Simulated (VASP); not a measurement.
BN (Qingsongite):

```
B N
1.0
     0.00000    1.80486    1.80486
     1.80486    0.00000    1.80486
     1.80486    1.80486    0.00000
B N
1 1
Direct
  0.00000 0.00000 0.00000
  0.25000 0.25000 0.25000
```

Base run:

```yaml
Program: VASP 6.6.1
Functional: r2SCAN
Potentials_or_basis: VASP PAW PBE potentials, release 64 (B, N)
Cutoff: 520 eV
k_mesh: 10 × 10 × 10
Occupations: fermi-dirac, width 0.01 eV
Spin: no spin polarisation
```

Its results: band gap on the k mesh 4.98 eV, indirect (least direct gap 9.55 eV); pressure 1.1 GPa.

The run is repeated on the same cell with these changes: potentials or basis from VASP PAW PBE potentials, release 64 (B, N) to VASP PAW PBE potentials, release 64 (B_h, N_h); cutoff from 520 eV to 910 eV. What comes out?

Band gap on the k mesh 5.00 eV, indirect (least direct gap 9.57 eV); pressure -0.6 GPa.

Caveats: the PAW data sets were made with another functional, which shifts forces and pressure a little; the cutoff is under 1.25 times the usual one of these potentials, so pressure, stress and relaxed cells hold a basis-set (Pulay) error (some runs).

A k mesh can miss the band edges.
